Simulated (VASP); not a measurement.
# AlN (P6_3mc) in VASP: a series of runs

AlN is run at these levels: LDA; tasks: single point.

Program: VASP 6.6.1. These are calculated values, not measurements. Logs are shortened: lines on timing, memory, paths and dates and some standing lists are left out, and cuts for length are marked.

**1. The cell of the first run**

The structure is hexagonal, space group P6_3mc (No. 186). The conventional cell has a = 3.058 Å, b = 3.058 Å, c = 4.973 Å, α = 90.00°, β = 90.00°, γ = 120.00°. Al (site symmetry 3m) has 4 N at 1.86 to 1.90 Å within 2.5 Å. N (site symmetry 3m) has 4 Al at 1.86 to 1.90 Å within 2.5 Å.

**2. Single point, LDA (in-plane strain -0.01)**

INCAR reads:

```
PREC = Accurate ; ENCUT = 520
EDIFF = 1E-6 ; ISMEAR = 0
SIGMA = 0.01 ; LREAL = F
LASPH = T ; NELM = 80
ALGO = Normal ; ISIF = 2
LWAVE = F ; LCHARG = F
GGA = CA ; NBANDS = 16
```

KPOINTS reads:

```
Automatic mesh
0
Gamma
  8 8 4
```

POSCAR reads:

```
AlN
1.0
    3.0578823513      0.0000000000      0.0000000000
   -1.5289411757      2.6482037980      0.0000000000
    0.0000000000      0.0000000000      4.9729342135
Al N
2 2
Direct
    0.3333333333      0.6666666667     -0.0009915582
    0.6666666667      0.3333333333      0.4990084418
    0.3333333333      0.6666666667      0.3809915582
    0.6666666667      0.3333333333      0.8809915582
```

Potentials or basis: VASP PAW LDA potentials, release 64 (Al, N).

The run is started by

```sh
$ cat potpaw_LDA.64/Al/POTCAR potpaw_LDA.64/N/POTCAR > POTCAR
$ mpirun -np 1 vasp_std > vasp.out
```

OUTCAR:

```text
PREC = Accurate
   ENCUT = 520
   EDIFF = 1E-6
   ISMEAR = 0
   LREAL = F
   LASPH = T
   NELM = 80
   ISIF = 2
   GGA = CA

 ion  position               nearest neighbor table
   1  0.333  0.667  0.999-   4 1.86   4 1.86   4 1.86   3 1.90   2 3.05   2 3.05   2 3.05   2 3.05
                             2 3.05   2 3.05
   2  0.667  0.333  0.499-   3 1.86   3 1.86   3 1.86   4 1.90   1 3.05   1 3.05   1 3.05   1 3.05
                             1 3.05   1 3.05
   3  0.333  0.667  0.381-   2 1.86   2 1.86   2 1.86   1 1.90
   4  0.667  0.333  0.881-   1 1.86   1 1.86   1 1.86   2 1.90

  LATTYP: Found a hexagonal cell.
 ALAT       =     3.0578823513
 C/A-ratio  =     1.6262673452

  Lattice vectors:

 A1 = (   3.0578823513,   0.0000000000,   0.0000000000)
 A2 = (  -1.5289411757,   2.6482037980,   0.0000000000)
 A3 = (   0.0000000000,   0.0000000000,   4.9729342135)

Analysis of symmetry for initial positions (statically):
=====================================================================
 Subroutine PRICEL returns:
 Original cell was already a primitive cell.

 Routine SETGRP: Setting up the symmetry group for a
 hexagonal supercell.

 Subroutine GETGRP returns: Found 12 space group operations
 (whereof  6 operations were pure point group operations)
 out of a pool of 24 trial point group operations.

The static configuration has the point symmetry C_3v.
 The point group associated with its full space group is C_6v.

Analysis of symmetry for dynamics (positions and initial velocities):
=====================================================================
 Subroutine PRICEL returns:
 Original cell was already a primitive cell.

 Routine SETGRP: Setting up the symmetry group for a
 hexagonal supercell.

 Subroutine GETGRP returns: Found 12 space group operations
 (whereof  6 operations were pure point group operations)
 out of a pool of 24 trial point group operations.

The dynamic configuration has the point symmetry C_3v.
 The point group associated with its full space group is C_6v.

 Subroutine INISYM returns: Found 12 space group operations
 (whereof  6 operations are pure point group operations),
 and found     1 'primitive' translations

----------------------------------------------------------------------------------------

                                     Primitive cell

[... 95 lines left out ...]
   LREAL  =      F    real-space projection
   EDIFFG = 0.1E-04   stopping-criterion for IOM
   NSW    =      0    number of steps for IOM
   IBRION =     -1    ionic relax: 0-MD 1-quasi-New 2-CG
   NFREE  =      0    steps in history (QN), initial steepest desc. (CG)
   ISIF   =      2    stress and relaxation
   ISYM   =      2    0-nonsym 1-usesym 2-fastsym
   POTIM  = 0.5000    time-step for ionic-motion
   TEBEG  =    0.0;   TEEND  =   0.0 temperature during run
   PSTRESS=    0.0 pullay stress
   NELECT =      16.0000    total number of electrons
   NUPDOWN=      -1.0000    fix difference up-down
   EMIN   =  10.00;   EMAX   =-10.00  energy-range for DOS
   EFERMI =   0.00;   METHOD = LEGACY
   ISMEAR =     0;   SIGMA  =   0.01  broadening in eV -4-tet -1-fermi 0-gaus
   EFERMI_NEDOS =   21; number of points for ismear=-14 and -15
   IALGO  =     38    algorithm
   IMIX   =      4    mixing-type and parameters
     AMIX     =   0.40;   BMIX     =  1.00
     AMIX_MAG =   1.60;   BMIX_MAG =  1.00
  volume/ion in A,a.u.               =      10.07        67.94
  Fermi-wavevector in a.u.,A,eV,Ry     =   1.203520  2.274322 19.707489  1.448460
  Thomas-Fermi vector in A             =   2.339271
   LORBIT       =      0    0 simple, 1 ext, 2 COOP (PROOUT), +10 PAW based schemes
   GGA     = CA    functional components
   LHFCALC =     F    Hartree Fock is set to
   AEXX    =    0.0000 exact exchange contribution
   IVDW    =     0    specifies the selected vdW correction
   LEPSILON=     F    determine dielectric tensor
   LRPA    =     F    only Hartree local field effects (RPA)
 non-spin polarized calculation
 Gauss-broadening in eV      SIGMA  =   0.01
  energy-cutoff  :      520.00
  volume of cell :       40.27
 maximum number of plane-waves:      1104
 NGX is ok and might be reduce to    24
   NGX = 11   NGY = 11   NGZ = 19

 number of electron      15.9999996 magnetization

 Free energy of the ion-electron system (eV)
  ---------------------------------------------------
  ext. energy  EPLUGINS =         0.00000000
  ---------------------------------------------------
  free energy    TOTEN  =       -32.82283004 eV

  energy without entropy =      -32.82283004  energy(sigma->0) =      -32.82283004

 E-fermi :   6.2355     XC(G=0): -11.4055

 val. band max:        6.1953145775   @ k =   0.0000   0.0000   0.0000
 cond. band min:      10.7854137845   @ k =   0.0000   0.0000   0.0000
 fundamental gap:      4.5900992070
 Fermi energy:         6.2354650424

 k-point     1 :       0.0000    0.0000    0.0000
  band No.  band energies     occupation
      1      -9.0062      2.00000
      2      -6.7403      2.00000
      3      -0.0113      2.00000
      4       5.4223      2.00000
      5       5.4223      2.00000
      6       6.0418      2.00000
[... 433 lines left out ...]
      3       1.0164      2.00000
      4       1.0164      2.00000
      5       4.6485      2.00000
      6       4.6485      2.00000
[... 8 lines left out ...]
     15      19.6327      0.00000
     16      19.6327      0.00000

 [... further k-points ...]

------------------------ aborting loop because EDIFF is reached ----------------------------------------

  FORCE on cell =-STRESS in cart. coord.  units (eV):
  Direction    XX          YY          ZZ          XY          YZ          ZX
  --------------------------------------------------------------------------------------
  -------------------------------------------------------------------------------------
  Total        1.6018538      1.6018538     -0.2192893     -0.0000000      0.0000000      0.0000000
  in kB       63.7306816     63.7306816     -8.7245538     -0.0000000      0.0000000      0.0000000
  external PRESSURE =      39.5789364 kB  Pullay stress =       0.0000000 kB

 VOLUME and BASIS-vectors are now :
 -----------------------------------------------------------------------------
  energy-cutoff  :      520.00
  volume of cell :       40.27
      direct lattice vectors                 reciprocal lattice vectors
     3.057882351  0.000000000  0.000000000     0.327023700  0.188807221  0.000000000
    -1.528941176  2.648203798  0.000000000     0.000000000  0.377614442  0.000000000
     0.000000000  0.000000000  4.972934214     0.000000000  0.000000000  0.201088524

 POSITION                                       TOTAL-FORCE (eV/Angst)
 -----------------------------------------------------------------------------------
     -0.00000      1.76547      4.96800        -0.000000      0.000000      0.200795
      1.52894      0.88273      2.48154        -0.000000      0.000000      0.200795
     -0.00000      1.76547      1.89465         0.000000     -0.000000     -0.200795
      1.52894      0.88273      4.38111         0.000000      0.000000     -0.200795
 -----------------------------------------------------------------------------------
    total drift:                               -0.000000     -0.000000     -0.000245

  FREE ENERGIE OF THE ION-ELECTRON SYSTEM (eV)
  ---------------------------------------------------
  free  energy   TOTEN  =       -32.8228300373 eV

  energy  without entropy=      -32.8228300373  energy(sigma->0) =      -32.82283004
```

OSZICAR:

```text
N       E                     dE             d eps       ncg     rms          rms(c)
DAV:   1     0.360427866591E+02    0.36043E+02   -0.72924E+03   960   0.890E+02
DAV:   2    -0.350640679949E+02   -0.71107E+02   -0.65908E+02  1312   0.181E+02
DAV:   3    -0.380264327389E+02   -0.29624E+01   -0.29562E+01  1192   0.370E+01
DAV:   4    -0.380407781911E+02   -0.14345E-01   -0.14344E-01  1192   0.311E+00
DAV:   5    -0.380409211272E+02   -0.14294E-03   -0.14294E-03  1248   0.301E-01    0.125E+01
DAV:   6    -0.329421944157E+02    0.50987E+01   -0.11497E+01  1008   0.242E+01    0.443E+00
DAV:   7    -0.328842064979E+02    0.57988E-01   -0.52676E-01  1184   0.478E+00    0.287E+00
DAV:   8    -0.328255818467E+02    0.58625E-01   -0.66138E-02  1032   0.216E+00    0.333E-01
DAV:   9    -0.328227374889E+02    0.28444E-02   -0.51546E-03  1184   0.516E-01    0.213E-01
DAV:  10    -0.328228747902E+02   -0.13730E-03   -0.54809E-04  1120   0.149E-01    0.100E-01
DAV:  11    -0.328228301897E+02    0.44600E-04   -0.84310E-05  1136   0.679E-02    0.172E-02
DAV:  12    -0.328228300373E+02    0.15242E-06   -0.11878E-06   976   0.855E-03
   1 F= -.32822830E+02 E0= -.32822830E+02  d E =-.219836E-11
```

stdout:

```text
POSCAR found type information on POSCAR AlN
 POSCAR found :  2 types and       4 ions
 scaLAPACK will be used
 LDA part: xc-table for (Slater(with rela. corr.)+CA(PZ))
 , standard interpolation
 POSCAR, INCAR and KPOINTS ok, starting setup
 FFT: planning ... GRIDC
 FFT: planning ... GRID_SOFT
 FFT: planning ... GRID
 WAVECAR not read
 entering main loop
```

Run time: 33 s. Hardware: 1 thread of AMD EPYC 7R13, shared host; peak memory 0.11 GiB.

What came out:

| Item | Value |
| --- | --- |
| Free energy | -32.8228 eV |
| Pressure | 4.0 GPa |
| Largest force | 0.201 eV/Å |
| Band gap on the k mesh | 4.59 eV, direct |

Forces on the atoms (eV/Å):
```
Al   0.000  0.000  0.201
Al   0.000  0.000  0.201
N    0.000  0.000 -0.201
N    0.000  0.000 -0.201
```

Stress tensor (GPa, compression positive):
```
 6.37  0.00  0.00
 0.00  6.37  0.00
 0.00  0.00 -0.87
```

Levels at points of the mesh, in eV from the valence-band top:
```tsv
k point	band 5	band 6	band 7	band 8	band 9	band 10	band 11	band 12
(0.00, 0.00, 0.00)	-0.77	-0.15	-0.15	0.00	4.59	7.07	10.75	11.41
(0.50, 0.00, 0.00)	-3.40	-2.04	-1.81	-0.67	5.71	5.92	8.45	10.41
(0.00, 0.00, 0.50)	-0.47	-0.47	-0.47	-0.47	6.86	6.86	10.43	10.43
(0.50, 0.00, 0.50)	-1.43	-1.43	-1.40	-1.40	5.31	5.31	9.32	9.32
```

Caveat: the cell differs from its parent crystal (in-plane strain -0.01). A k mesh can miss the band edges.

(Continued in part 2 of 2.)
